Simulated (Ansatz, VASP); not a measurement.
Two plane-wave programs on TiAl

```
CELL_PARAMETERS angstrom
2.84782 0.00000 0.00000
-1.42391 2.46629 0.00000
0.00000 0.00000 4.52755
ATOMIC_POSITIONS crystal
Ti 0.00000 0.00000 0.00000
Al 0.33333 0.66667 0.50000
```

Change from the starting cell: strain -0.0200 x Voigt [0, 0, 1, 0, 0, 0], atoms carried along.

Alike in both runs: task single point; functional PBEsol; k mesh 24 × 24 × 14; occupations gaussian, width 0.15 eV; no spin polarisation.

|  | VASP | Ansatz |
| --- | --- | --- |
| version | VASP 6.6.1 | Ansatz 0.2.0 |
| potentials or method | VASP PAW PBE potentials, release 64 (Ti_sv, Al), cutoff 500 eV | scalar-relativistic, plane waves, PAW |
| valence electrons in the cell | 15 | 15 |

VASP gave:

- gap on the k mesh at the Fermi level (eV): none
- pressure (GPa): 2.7
- traceless stress, the component that is largest in VASP (GPa): 2.23

Question: Which values does Ansatz return?

Answer: gap on the k mesh at the Fermi level (eV): none; pressure (GPa): 2.7; traceless stress, the component that is largest in VASP (GPa): 2.15.

VASP's potentials were made for PBE, not for PBEsol. A gap of «none» marks a metal or a gap that the smearing closes.
